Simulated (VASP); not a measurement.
Wanted: the native input for a VASP 6.6.1 run.

```yaml
Task: single point
Functional: PBE
Potentials_or_basis: VASP PAW PBE potentials, release 64 (Si, O)
Cutoff: 520 eV
k_mesh: 6 × 6 × 4
Occupations: gaussian, width 0.1 eV
Spin: no spin polarisation
Dipole_correction: no
Further_INCAR_settings: ALGO = Normal; EDIFF = 1e-06; NBANDS = 20
```

The structure of Si3O2 lies in POSCAR:

```
Si3O2
1.0
    3.4974075326      0.0000000000      0.0000000000
    0.0000000000      3.4974075326      0.0000000000
    0.0000000000      0.0000000000      5.7072930794
Si O
3 2
Direct
    0.0000000000      0.0000000000      0.7807559718
    0.0000000000      0.0000000000      0.2192440282
    0.5000000000      0.5000000000      0.5000000000
    0.0000000000      0.5000000000      0.1957046281
    0.5000000000      0.0000000000      0.8042953719
```

These files were run (other wordings do the same):

INCAR

```
SYSTEM = Si3O2
ALGO = Normal
EDIFF = 1E-6
ENCUT = 520
GGA = PE
ISIF = 2
ISMEAR = 0
LASPH = .TRUE.
LCHARG = .FALSE.
LREAL = .FALSE.
LWAVE = .FALSE.
NBANDS = 20
NELM = 60
PREC = Accurate
SIGMA = 0.1
```

KPOINTS

```
k-points
0
G
  6 6 4
  0 0 0
```

Potentials or basis: VASP PAW PBE potentials, release 64 (Si, O).

Run with:

```bash
$ cat potpaw_PBE.64/Si/POTCAR potpaw_PBE.64/O/POTCAR > POTCAR
$ mpirun -np 1 vasp_std > vasp.out
```

Results of the run:

- Pressure: 0.4 GPa
- Largest force: 0.033 eV/Å
- Band gap on the k mesh: zero (band 12 reaches 7.90 eV, above the bottom of band 13 at 5.91 eV)

Run time: 14 s on 1 thread of Intel(R) Xeon(R) 6975P-C (Granite Rapids), with other jobs on the host, peak memory 0.18 GiB.
